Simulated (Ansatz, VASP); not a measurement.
# One calculation of Zn, two programs

Contents of INCAR:

```
ALGO = Normal
EDIFF = 1E-7
ENCUT = 520
GGA = PE
ISIF = 2
ISMEAR = -1
LASPH = T
LCHARG = T
LELF = T
LREAL = F
LVHAR = T
LWAVE = F
NBANDS = 19
NELM = 80
PREC = Accurate
SIGMA = 0.03
```

The input KPOINTS:

```
k-points
0
Gamma
  16 16 8
```

Contents of POSCAR:

```
Zn
1.0
    2.6647980532      0.0532959611      0.0000000000
   -1.2862433704      2.2811348295      0.0000000000
    0.0000000000      0.0000000000      4.9467000000
Zn
2
Direct
    0.3333333333      0.6666666667      0.2500000000
    0.6666666667      0.3333333333      0.7500000000
```

Input for Ansatz:

```yaml
crystal:
  lattice:
    - [2.6647980532, 0.0532959611, 0.0]
    - [-1.2862433704, 2.2811348295, 0.0]
    - [0.0, 0.0, 4.9467]
  atoms:
    - { symbol: Zn, position: [0.3333333333, 0.6666666667, 0.25] }
    - { symbol: Zn, position: [0.6666666667, 0.3333333333, 0.75] }
kpoints:
  mp_grid: { grid: [16, 16, 8] }
scf:
  occupations: { method: fermi_dirac, width: 0.03 }
hamiltonian:
  xc: pbe
  pseudopotentials: { kind: all_electron, lapw: { basis_error: 0.00025 } }
output:
  forces: true
  stress: true
  eigenvalues: true
```

Change from the starting cell: xy shear strain of +4 %.

Alike in both runs: task single point; functional PBE; k mesh 16 × 16 × 8; occupations fermi-dirac, width 0.03 eV; no spin polarisation.

|  | VASP | Ansatz |
| --- | --- | --- |
| version | VASP 6.6.1 | Ansatz 0.2.0 |
| potentials or method | VASP PAW PBE potentials, release 64 (Zn), cutoff 520 eV | all-electron LAPW, scalar-relativistic |

```tsv
	VASP	Ansatz	Ansatz less VASP
pressure (GPa)	0.2	-0.2	-0.33
traceless stress, the component that is largest in VASP (GPa)	-2.99	-2.97	+0.020
rms of the force components (eV/Å)	0.008	0.009	+0.0010
```

Atom by atom the forces differ by 0.001 eV/Å (rms over components). Ansatz ran all-electron here, and VASP with PAW potentials.
